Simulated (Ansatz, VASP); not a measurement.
**AlAu2: VASP beside Ansatz**

INCAR

```
SYSTEM = AlAu2
PREC = Accurate
ENCUT = 520
EDIFF = 1E-6
ISMEAR = 0
SIGMA = 0.15
LREAL = .False.
LASPH = .True.
NELM = 80
ALGO = Fast
ISIF = 2
LWAVE = .False.
LCHARG = .True.
GGA = CA
LELF = .True.
LVHAR = .True.
NBANDS = 20
```

KPOINTS

```
regular mesh
0
Gamma
  16 16 16
  0 0 0
```

Contents of POSCAR:

```
AlAu2
1.0
   -1.6239524285      1.6239524285      4.4812967265
    1.6239524285     -1.6239524285      4.4812967265
    1.6239524285      1.6239524285     -4.4812967265
Al Au
1 2
Direct
    0.0000000000      0.0000000000      0.0000000000
    0.6454920683      0.6454920683      0.0000000000
    0.3545079317      0.3545079317      0.0000000000
```

Input for Ansatz:

```yaml
crystal:
  lattice:
    - [-1.6239524285, 1.6239524285, 4.4812967265]
    - [1.6239524285, -1.6239524285, 4.4812967265]
    - [1.6239524285, 1.6239524285, -4.4812967265]
  atoms:
    - { symbol: Al, position: [0.0, 0.0, 0.0] }
    - { symbol: Au, position: [0.6454920683, 0.6454920683, 0.0] }
    - { symbol: Au, position: [0.3545079317, 0.3545079317, 0.0] }
basis:
  ecutwfc: 420
kpoints:
  mp_grid: { grid: [16, 16, 16] }
hamiltonian:
  xc: lda
scf:
  occupations: { method: gaussian, width: 0.15 }
output:
  forces: true
  stress: true
  eigenvalues: true
  write_density: true
  write_potential: true
  elf: true
  volumetric_format: npy
```

Alike in both runs: task single point; functional LDA; k mesh 16 × 16 × 16; occupations gaussian, width 0.15 eV; no spin polarisation.

|  | VASP | Ansatz |
| --- | --- | --- |
| version | VASP 6.6.1 | Ansatz 0.2.0 |
| potentials or method | VASP PAW LDA potentials, release 64 (Al, Au), cutoff 520 eV | scalar-relativistic, plane waves, PAW |
| valence electrons in the cell | 25 | 41 |

Ansatz gave:

| Property | Result |
| --- | --- |
| gap on the k mesh at the Fermi level (eV) | none |
| pressure (GPa) | 2.0 |
| traceless stress, the component that is largest in VASP (GPa) | 2.68 |
| rms of the force components (eV/Å) | 0.773 |

Problem. Which values does VASP return?

Solution. gap on the k mesh at the Fermi level (eV): none; pressure (GPa): 2.4; traceless stress, the component that is largest in VASP (GPa): 2.77; rms of the force components (eV/Å): 0.788.

LDA's correlation is that of Perdew and Zunger in VASP and of Perdew and Wang (1992) in Ansatz. Atom by atom the forces differ by 0.015 eV/Å (rms over components). A gap of «none» marks a metal or a gap that the smearing closes. VASP's potentials hold 25 valence electrons a cell and Ansatz's 41, so a difference there can come from the potentials and not from the codes.

Neither program's run includes spin-orbit coupling.
